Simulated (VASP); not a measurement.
Input of a VASP 6.6.1 run:

File POSCAR:

```
Mo
1.0
    2.8722859171      0.0000000000      0.0000000000
   -1.4361429585      2.4874725711      0.0000000000
    0.0000000000      0.0000000000      2.5551807000
Mo
1
Direct
    0.0000000000      0.0000000000      0.5000000000
```

INCAR.step1

```
PREC = Accurate ; ENCUT = 520
ISMEAR = 0 ; SIGMA = 0.15
LREAL = False ; LASPH = True
NELM = 80 ; NBANDS = 13
GGA = PE ; ALGO = Normal
EDIFF = 1E-4 ; LWAVE = True
LCHARG = False
```

File INCAR.step2:

```
PREC = Accurate ; ENCUT = 520
EDIFF = 1E-7 ; ISMEAR = 0
SIGMA = 0.15 ; LREAL = False
LASPH = True ; NELM = 80
ALGO = Normal ; ISIF = 2
LWAVE = False ; LCHARG = False
METAGGA = R2SCAN ; LMIXTAU = True
NBANDS = 13 ; ISTART = 1
```

File KPOINTS:

```
Automatic mesh
0
Gamma
  18 18 18
```

Potentials or basis: VASP PAW PBE potentials, release 64 (Mo_sv).

Command:

```sh
$ cat potpaw_PBE.64/Mo_sv/POTCAR > POTCAR
$ cp INCAR.step1 INCAR
$ mpirun -np 1 vasp_std > vasp.out
$ cp INCAR.step2 INCAR
$ mpirun -np 1 vasp_std > vasp.out
```

Estimate the pressure.

-16.5 GPa.

Predict the band gap on the k mesh.

zero (bands 7 and 8 overlap by 1.55 eV).

Stress tensor (GPa, compression positive):
```
-18.91   0.00   0.00
  0.00 -18.91   0.00
  0.00   0.00 -11.53
```

Caveat: the cell differs from its parent crystal (strain +0.0500 x Voigt [1, 1, 0, 0, 0, 0]); the stress differs along the axes, from -19 to -12 GPa; the PAW data sets were made with another functional, which shifts forces and pressure a little.
